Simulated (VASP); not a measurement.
Write the native input for VASP 6.6.1 that does the following.

```
Task                   : electric field gradients
Functional             : PBE
Potentials or basis    : VASP PAW PBE potentials, release 64 (P)
Cutoff                 : 520 eV
k mesh                 : 15 × 15 × 8
Occupations            : fermi-dirac, width 0.05 eV
Spin                   : no spin polarisation
Dipole correction      : no
Further INCAR settings : ALGO = Normal; EDIFF = 1e-08; NBANDS = 12
```

The structure of P lies in POSCAR:

```
P
1.0
    2.7497409823      0.0000000000      0.0000000000
   -1.3748704911      2.3813455445      0.0000000000
    0.0000000000      0.0000000000      4.6629093757
P
2
Direct
    0.3333333333      0.6666666667      0.2500000000
    0.6666666667      0.3333333333      0.7500000000
```

This isn't the form of P at room conditions, which is orthorhombic.

The input as run:

INCAR

```
SYSTEM = P
PREC = Accurate
ENCUT = 520
EDIFF = 1E-8
ISMEAR = -1
SIGMA = 0.05
LREAL = .False.
LASPH = .True.
NELM = 100
ALGO = Normal
ISIF = 2
LWAVE = .False.
LCHARG = .False.
GGA = PE
LEFG = .True.
NBANDS = 12
```

KPOINTS

```
Automatic mesh
0
Gamma
  15 15 8
  0 0 0
```

Potentials or basis: VASP PAW PBE potentials, release 64 (P).

Run with:

```console
$ cat potpaw_PBE.64/P/POTCAR > POTCAR
$ mpirun -np 1 vasp_std > vasp.out
```

It gave:

* Pressure: -4.2 GPa
* Band gap on the k mesh: zero (bands 5 and 6 overlap by 10.16 eV)
* Largest electric field gradient by atom: P -0.29 V/Å²

Caveat: the cell stands under tension; without QUAD_EFG the Cq values of the log hold for a quadrupole moment of 1 mb, not for the nuclei.

It took 15 s on 1 thread of Intel(R) Xeon(R) 6975P-C (Granite Rapids), on a shared host, peak memory 0.15 GiB.
